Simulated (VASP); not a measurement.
Crystal: SnTe.

```xyz
2
Lattice="0.0000 3.6093 3.6093 3.6093 0.0000 3.6093 3.6093 3.6093 0.0000" Properties=species:S:1:pos:R:3 pbc="T T T"
Sn    0.0000    0.0000    0.0000
Te    1.8046    1.8046    1.8046
```

```yaml
Program: VASP 6.6.1
Task: relaxation of cell and atoms
Functional: PBEsol
Potentials_or_basis: VASP PAW PBE potentials, release 64 (Sn_d, Te)
Cutoff: 500 eV
k_mesh: 6 × 6 × 6
Occupations: fermi-dirac, width 0.02 eV
Spin: no spin polarisation
```

At the start: pressure -1.3 GPa; volume 47.02 Å³/atom.

Where does the relaxation end?

Over 3 steps the energy falls by 10.7 meV/atom and the volume is 44.51 Å³/atom (-5.3 %); space group F-43m (No. 216, to 0.05 Å).

Step by step:
```tsv
step	energy change (eV)	largest force (eV/Å)	pressure (GPa)	volume (Å³)
1	0.0000	0.0000	-1.32	94.03
2	-0.0214	0.0000	0.05	88.86
3	-0.0214	0.0000	0.00	89.02
```

Final structure:
```cif
data_structure
_symmetry_space_group_name_H-M 'P 1'
_symmetry_Int_Tables_number 1
_cell_length_a 5.0120
_cell_length_b 5.0120
_cell_length_c 5.0120
_cell_angle_alpha 60.000
_cell_angle_beta 60.000
_cell_angle_gamma 60.000
_cell_volume 89.02
loop_
_atom_site_label
_atom_site_type_symbol
_atom_site_fract_x
_atom_site_fract_y
_atom_site_fract_z
_atom_site_occupancy
Sn1 Sn 0.00000 0.00000 0.00000 1
Te1 Te 0.25000 0.25000 0.25000 1
```

Caveat: the PAW data sets were made with another functional, which shifts forces and pressure a little.
